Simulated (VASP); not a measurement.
AlC3: relaxation of cell and atoms with PBE

Crystal: AlC3.

```xyz
4
Lattice="0.0000 2.5450 2.5450 2.5450 0.0000 2.5450 2.5450 2.5450 0.0000" Properties=species:S:1:pos:R:3 pbc="T T T"
Al    0.0000    0.0000    0.0000
C     2.5450    2.5450    2.5450
C     1.2725    1.2725    1.2725
C     3.8175    3.8175    3.8175
```

* Program: VASP 6.6.1
* Task: relaxation of cell and atoms
* Functional: PBE
* Potentials or basis: VASP PAW PBE potentials, release 64 (Al, C)
* Cutoff: 600 eV
* k mesh: 8 × 8 × 8
* Occupations: fermi-dirac, width 0.05 eV
* Spin: no spin polarisation
* Dipole correction: no
* Further INCAR settings: ALGO = Normal; EDIFF = 1e-07; IBRION = 2; EDIFFG = -0.02; NSW = 60; ISIF = 3

```yaml
Relaxed_volume: 8.70 Å³/atom
Relaxed_cell: a = 3.664 Å, b = 3.664 Å, c = 3.664 Å, α = 60.00°, β = 60.00°, γ = 60.00°
Space_group_after_relaxing_to_0.1_Å: Fm-3m (No. 225)
Energy_gained_by_relaxing: 13.1 meV/atom
Ionic_steps: 3
Pressure_after_relaxing: 0.0 GPa
Band_gap_on_the_k_mesh: zero (an odd number of electrons rules out a gap without spin polarisation)
```

The path:
```csv
step,energy change (eV),largest force (eV/Å),pressure (GPa),volume (Å³)
1,0.0000,0.0000,9.59,32.97
2,-0.0474,0.0000,-2.57,35.38
3,-0.0522,0.0000,0.01,34.79
```

Final structure:
```cif
data_structure
_symmetry_space_group_name_H-M 'P 1'
_symmetry_Int_Tables_number 1
_cell_length_a 3.6643
_cell_length_b 3.6643
_cell_length_c 3.6643
_cell_angle_alpha 60.000
_cell_angle_beta 60.000
_cell_angle_gamma 60.000
_cell_volume 34.79
loop_
_atom_site_label
_atom_site_type_symbol
_atom_site_fract_x
_atom_site_fract_y
_atom_site_fract_z
_atom_site_occupancy
Al1 Al 0.00000 0.00000 0.00000 1
C1 C 0.50000 0.50000 0.50000 1
C2 C 0.25000 0.25000 0.25000 1
C3 C 0.75000 0.75000 0.75000 1
```

Levels at points of the mesh, in eV from the Fermi level:
```
           k point  band 6  band 7  band 8  band 9  band 10  band 11
(0.00, 0.00, 0.00)   -3.02   -2.12   -2.12   -2.12     1.03     1.03
(0.50, 0.00, 0.00)   -2.61   -2.48   -2.48    1.95     3.33     3.33
(0.50, 0.50, 0.00)   -4.42    2.07    2.07    2.63     3.27     3.90
```

Run time: 79 s on 1 thread of AMD EPYC 7R43 64-Core Processor (Zen 3), with other jobs on the host, peak memory 0.13 GiB.
